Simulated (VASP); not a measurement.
Here is a VASP 6.6.1 calculation.

File INCAR:

```
SYSTEM = BeGa3
PREC = Accurate
ENCUT = 520
EDIFF = 1E-6
ISMEAR = -1
SIGMA = 0.05
LREAL = .False.
LASPH = .True.
NELM = 60
ALGO = Normal
ISIF = 2
LWAVE = .False.
LCHARG = .True.
GGA = PE
LELF = .True.
LVHAR = .True.
NBANDS = 28
```

File KPOINTS:

```
regular mesh
0
Gamma
  7 7 7
  0 0 0
```

POSCAR

```
BeGa3
1.0
   -2.0436200000      2.0436200000      3.7906850000
    2.0436200000     -2.0436200000      3.7906850000
    2.0436200000      2.0436200000     -3.7906850000
Be Ga
1 3
Direct
    0.0000000000      0.0000000000      0.0000000000
    0.7500000000      0.2500000000      0.5000000000
    0.2500000000      0.7500000000      0.5000000000
    0.5000000000      0.5000000000      0.0000000000
```

Potentials or basis: VASP PAW PBE potentials, release 64 (Be, Ga_d).

The run is started by

```console
$ cat potpaw_PBE.64/Be/POTCAR potpaw_PBE.64/Ga_d/POTCAR > POTCAR
$ mpirun -np 1 vasp_std > vasp.out
```

Problem. Predict the band gap on the k mesh.

Solution. Zero (an odd number of electrons rules out a gap without spin polarisation).

Problem. Predict the pressure.

Solution. -0.1 GPa.

Stress tensor (GPa, compression positive):
```
-1.78  0.00  0.00
 0.00 -1.78  0.00
 0.00  0.00  3.35
```
